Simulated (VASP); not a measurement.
# Ag (P6_3/mmc) in VASP: a series of runs

Runs on Ag. Level: PBE. Tasks: single point.

All numbers are computed with VASP 6.6.1; they aren't measurements. Logs are shortened: lines on timing, memory, paths and dates and some standing lists are left out, and cuts for length are marked.

## Step 1: The cell of the first run

It takes space group P6_3/mmc (No. 194, hexagonal). The conventional cell has a = 2.930 Å, b = 2.930 Å, c = 4.790 Å, α = 90.00°, β = 90.00°, γ = 120.00°. Within 3.9 Å of Ag (site symmetry -6m2) lie 12 Ag at 2.93 Å.

## Step 2: Single point, PBE

File INCAR:

```
PREC = Accurate
ENCUT = 520
EDIFF = 1E-6
ISMEAR = -1
SIGMA = 0.05
LREAL = False
LASPH = True
NELM = 100
ALGO = Normal
ISIF = 2
LWAVE = False
LCHARG = False
GGA = PE
NBANDS = 18
```

File KPOINTS:

```
Automatic mesh
0
Gamma
  10 10 6
```

File POSCAR:

```
Ag
1.0
    2.9300000000      0.0000000000      0.0000000000
   -1.4650000000      2.5374544331      0.0000000000
    0.0000000000      0.0000000000      4.7900000000
Ag
2
Direct
    0.6666666667      0.3333333333      0.7500000000
    0.3333333333      0.6666666667      0.2500000000
```

Potentials or basis: VASP PAW PBE potentials, release 64 (Ag).

The run is started by

```bash
cat potpaw_PBE.64/Ag/POTCAR > POTCAR
mpirun -np 1 vasp_std > vasp.out
```

OUTCAR:

```text
PREC = Accurate
   ENCUT = 520
   EDIFF = 1E-6
   ISMEAR = -1
   LREAL = False
   LASPH = True
   NELM = 100
   ISIF = 2
   GGA = PE

 ion  position               nearest neighbor table
   1  0.667  0.333  0.750-   2 2.93   2 2.93   2 2.93   2 2.93   2 2.93   2 2.93
   2  0.333  0.667  0.250-   1 2.93   1 2.93   1 2.93   1 2.93   1 2.93   1 2.93

  LATTYP: Found a hexagonal cell.
 ALAT       =     2.9300000000
 C/A-ratio  =     1.6348122867

  Lattice vectors:

 A1 = (   2.9300000000,   0.0000000000,   0.0000000000)
 A2 = (  -1.4650000000,   2.5374544331,   0.0000000000)
 A3 = (   0.0000000000,   0.0000000000,   4.7900000000)

Analysis of symmetry for initial positions (statically):
=====================================================================
 Subroutine PRICEL returns:
 Original cell was already a primitive cell.

 Routine SETGRP: Setting up the symmetry group for a
 hexagonal supercell.

 Subroutine GETGRP returns: Found 24 space group operations
 (whereof 12 operations were pure point group operations)
 out of a pool of 24 trial point group operations.

The static configuration has the point symmetry D_3d.
 The point group associated with its full space group is D_6h.

Analysis of symmetry for dynamics (positions and initial velocities):
=====================================================================
 Subroutine PRICEL returns:
 Original cell was already a primitive cell.

 Routine SETGRP: Setting up the symmetry group for a
 hexagonal supercell.

 Subroutine GETGRP returns: Found 24 space group operations
 (whereof 12 operations were pure point group operations)
 out of a pool of 24 trial point group operations.

The dynamic configuration has the point symmetry D_3d.
 The point group associated with its full space group is D_6h.

 Subroutine INISYM returns: Found 24 space group operations
 (whereof 12 operations are pure point group operations),
 and found     1 'primitive' translations

----------------------------------------------------------------------------------------

                                     Primitive cell

  volume of cell :      35.6124

  direct lattice vectors                    reciprocal lattice vectors
     2.930000000  0.000000000  0.000000000     0.341296928  0.197047873  0.000000000
    -1.465000000  2.537454433  0.000000000     0.000000000  0.394095747  0.000000000
     0.000000000  0.000000000  4.790000000     0.000000000  0.000000000  0.208768267

  length of vectors
     2.930000000  2.930000000  4.790000000     0.394095747  0.394095747  0.208768267

  position of ions in fractional coordinates (direct lattice)
     0.666666667  0.333333333  0.750000000
     0.333333333  0.666666667  0.250000000

  ion indices of the primitive-cell ions
   primitive index   ion index
                 1           1
                 2           2

----------------------------------------------------------------------------------------

 KPOINTS: Automatic mesh

Automatic generation of k-mesh.
 Grid dimensions read from file:
 generate k-points for:   10   10    6

 Generating k-lattice:

  Cartesian coordinates                     Fractional coordinates (reciprocal lattice)
     0.034129693  0.019704787  0.000000000     0.100000000  0.000000000  0.000000000
     0.000000000  0.039409575  0.000000000     0.000000000  0.100000000  0.000000000
     0.000000000  0.000000000  0.034794711     0.000000000  0.000000000  0.166666667

  Length of vectors
     0.039409575  0.039409575  0.034794711

  Shift w.r.t. Gamma in fractional coordinates (k-lattice)
     0.000000000  0.000000000  0.000000000

 Subroutine IBZKPT returns following result:
 ===========================================

 Found     56 irreducible k-points:

 Following reciprocal coordinates:
            Coordinates               Weight
  0.000000  0.000000  0.000000      1.000000
  0.100000  0.000000  0.000000      6.000000
  0.200000  0.000000  0.000000      6.000000
  0.300000  0.000000  0.000000      6.000000
  0.400000  0.000000  0.000000      6.000000
  0.500000  0.000000  0.000000      3.000000
[... 16 lines left out ...]
  0.300000  0.100000  0.166667     24.000000
  0.400000  0.100000  0.166667     24.000000
 [... further k-points ...]
   k-points           NKPTS =     56   k-points in BZ     NKDIM =     56   number of bands    NBANDS=     18
   number of dos      NEDOS =    301   number of ions     NIONS =      2
   total plane-waves  NPLWV =  20736
   dimension x,y,z NGX =    24 NGY =   24 NGZ =   36
   dimension x,y,z NGXF=    48 NGYF=   48 NGZF=   72
   ions per type =               2
   NGX,Y,Z   is equivalent  to a cutoff of  13.62, 13.62, 12.49 a.u.
   NGXF,Y,Z  is equivalent  to a cutoff of  27.23, 27.23, 24.99 a.u.
 SYSTEM =  unknown system
   PREC   = accura    normal or accurate (medium, high low for compatibility)
   ISTART =      0    job   : 0-new  1-cont  2-samecut
   ICHARG =      2    charge: 1-file 2-atom 10-const
   ISPIN  =      1    spin polarized calculation?
   LNONCOLLINEAR =      F non collinear calculations
   LSORBIT =      F    spin-orbit coupling
   LASPH  =      T    aspherical Exc in radial PAW
   ENCUT  =  520.0 eV  38.22 Ry    6.18 a.u.   5.45  5.45  8.91*2*pi/ulx,y,z
   NELM   =    100;   NELMIN=  2; NELMDL= -5     # of ELM steps
   EDIFF  = 0.1E-05   stopping-criterion for ELM
   LREAL  =      F    real-space projection
   EDIFFG = 0.1E-04   stopping-criterion for IOM
   NSW    =      0    number of steps for IOM
   IBRION =     -1    ionic relax: 0-MD 1-quasi-New 2-CG
   NFREE  =      0    steps in history (QN), initial steepest desc. (CG)
   ISIF   =      2    stress and relaxation
   ISYM   =      2    0-nonsym 1-usesym 2-fastsym
   POTIM  = 0.5000    time-step for ionic-motion
   TEBEG  =    0.0;   TEEND  =   0.0 temperature during run
   PSTRESS=    0.0 pullay stress
   NELECT =      22.0000    total number of electrons
   NUPDOWN=      -1.0000    fix difference up-down
   EMIN   =  10.00;   EMAX   =-10.00  energy-range for DOS
   EFERMI =   0.00;   METHOD = LEGACY
   ISMEAR =    -1;   SIGMA  =   0.05  broadening in eV -4-tet -1-fermi 0-gaus
   EFERMI_NEDOS =   21; number of points for ismear=-14 and -15
   IALGO  =     38    algorithm
   IMIX   =      4    mixing-type and parameters
     AMIX     =   0.40;   BMIX     =  1.00
     AMIX_MAG =   1.60;   BMIX_MAG =  1.00
  volume/ion in A,a.u.               =      17.81       120.16
  Fermi-wavevector in a.u.,A,eV,Ry     =   1.394275  2.634799 26.449782  1.944004
  Thomas-Fermi vector in A             =   2.517840
   LORBIT       =      0    0 simple, 1 ext, 2 COOP (PROOUT), +10 PAW based schemes
   GGA     = PE    functional components
   LHFCALC =     F    Hartree Fock is set to
   AEXX    =    0.0000 exact exchange contribution
   IVDW    =     0    specifies the selected vdW correction
   LEPSILON=     F    determine dielectric tensor
   LRPA    =     F    only Hartree local field effects (RPA)
 non-spin polarized calculation
  energy-cutoff  :      520.00
  volume of cell :       35.61
 maximum number of plane-waves:       990
 NGX is ok and might be reduce to    24
   NGX = 11   NGY = 11   NGZ = 17

 number of electron      22.0000005 magnetization

 Free energy of the ion-electron system (eV)
  ---------------------------------------------------
  ext. energy  EPLUGINS =         0.00000000
  ---------------------------------------------------
  free energy    TOTEN  =        -5.42109638 eV

  energy without entropy =       -5.41569907  energy(sigma->0) =       -5.41839773

 E-fermi :   7.8366     XC(G=0): -11.9504

 val. band max:        7.6324527267   @ k =   0.3000   0.0000   0.3333
 cond. band min:       7.8733991519   @ k =   0.3000   0.2000   0.3333
 fundamental gap:      0.2409464251
 Fermi energy:         7.8366117421

 k-point     1 :       0.0000    0.0000    0.0000
  band No.  band energies     occupation
      1       0.3880      2.00000
      2       1.7113      2.00000
      3       3.1841      2.00000
      4       3.2792      2.00000
      5       3.2792      2.00000
      6       3.4984      2.00000
[... 10 lines left out ...]
     17      25.6270      0.00000
     18      25.6270      0.00000

 k-point     2 :       0.1000    0.0000    0.0000
  band No.  band energies     occupation
      1       0.6531      2.00000
      2       1.8583      2.00000
      3       3.0526      2.00000
      4       3.3909      2.00000
      5       3.4153      2.00000
      6       3.4685      2.00000
[... 10 lines left out ...]
     17      25.4796      0.00000
     18      26.4051      0.00000

 k-point     3 :       0.2000    0.0000    0.0000
  band No.  band energies     occupation
      1       1.3518      2.00000
      2       2.1289      2.00000
      3       2.9338      2.00000
      4       3.2066      2.00000
      5       3.3275      2.00000
      6       3.5701      2.00000
[... 10 lines left out ...]
     17      24.2959      0.00000
     18      25.6582      0.00000

 k-point     4 :       0.3000    0.0000    0.0000
  band No.  band energies     occupation
      1       1.9534      2.00000
      2       2.1103      2.00000
      3       2.6296      2.00000
      4       3.2906      2.00000
      5       3.3801      2.00000
      6       3.4090      2.00000
[... 375 lines left out ...]
      4       2.9385      2.00000
      5       3.2023      2.00000
      6       3.5350      2.00000
[... 10 lines left out ...]
     17      23.4375      0.00000
     18      25.0560      0.00000

 k-point    23 :       0.3000    0.1000    0.1667
  band No.  band energies     occupation
      1       2.0294      2.00000
      2       2.1773      2.00000
      3       2.6677      2.00000
      4       2.9091      2.00000
      5       3.3285      2.00000
      6       3.5824      2.00000
[... 10 lines left out ...]
     17      22.2512      0.00000
     18      22.7050      0.00000

 k-point    24 :       0.4000    0.1000    0.1667
  band No.  band energies     occupation
      1       1.9044      2.00000
      2       1.9947      2.00000
      3       2.5622      2.00000
      4       2.9688      2.00000
      5       3.2148      2.00000
      6       3.7860      2.00000
[... 10 lines left out ...]
     17      19.9316      0.00000
     18      21.9660      0.00000

 [... further k-points ...]
[... 5 lines left out ...]
  --------------------------------------------------------------------------------------
  -------------------------------------------------------------------------------------
  Total        0.1524354      0.1524354      0.0094800      0.0000000      0.0000000      0.0000000
  in kB        6.8579635      6.8579635      0.4264993      0.0000000      0.0000000      0.0000000
  external PRESSURE =       4.7141421 kB  Pullay stress =       0.0000000 kB

 VOLUME and BASIS-vectors are now :
 -----------------------------------------------------------------------------
  energy-cutoff  :      520.00
  volume of cell :       35.61
      direct lattice vectors                 reciprocal lattice vectors
     2.930000000  0.000000000  0.000000000     0.341296928  0.197047873  0.000000000
    -1.465000000  2.537454433  0.000000000     0.000000000  0.394095747  0.000000000
     0.000000000  0.000000000  4.790000000     0.000000000  0.000000000  0.208768267

 POSITION                                       TOTAL-FORCE (eV/Angst)
 -----------------------------------------------------------------------------------
      1.46500      0.84582      3.59250         0.000000     -0.000000      0.000000
     -0.00000      1.69164      1.19750        -0.000000      0.000000      0.000000
 -----------------------------------------------------------------------------------
    total drift:                               -0.000000      0.000000     -0.000000

  FREE ENERGIE OF THE ION-ELECTRON SYSTEM (eV)
  ---------------------------------------------------
  free  energy   TOTEN  =        -5.4210963838 eV

  energy  without entropy=       -5.4156990671  energy(sigma->0) =       -5.41839773
```

Wall time 8.9 s (1 thread of Intel Xeon 6975P-C (Granite Rapids), shared host); peak memory 0.17 GiB.

What came out:

```
Free energy            : -5.4211 eV
Pressure               : 0.5 GPa
Band gap on the k mesh : zero (band 11 reaches 10.89 eV, above the bottom of band 12 at 4.47 eV)
```

Levels at points of the mesh, in eV from the Fermi level:
```tsv
k point	band 8	band 9	band 10	band 11	band 12	band 13	band 14	band 15
(0.00, 0.00, 0.00)	-4.01	-4.01	-3.07	-3.07	-0.28	3.36	15.54	17.40
(0.50, 0.00, 0.00)	-2.95	-2.90	-2.82	0.13	1.46	6.70	6.97	9.02
(0.00, 0.00, 0.50)	-4.38	-3.37	-3.37	-3.37	-3.37	10.81	10.81	15.89
(0.50, 0.00, 0.50)	-3.11	-2.87	-2.87	0.82	0.82	4.36	4.36	13.29
```

(Continued in part 2 of 2.)
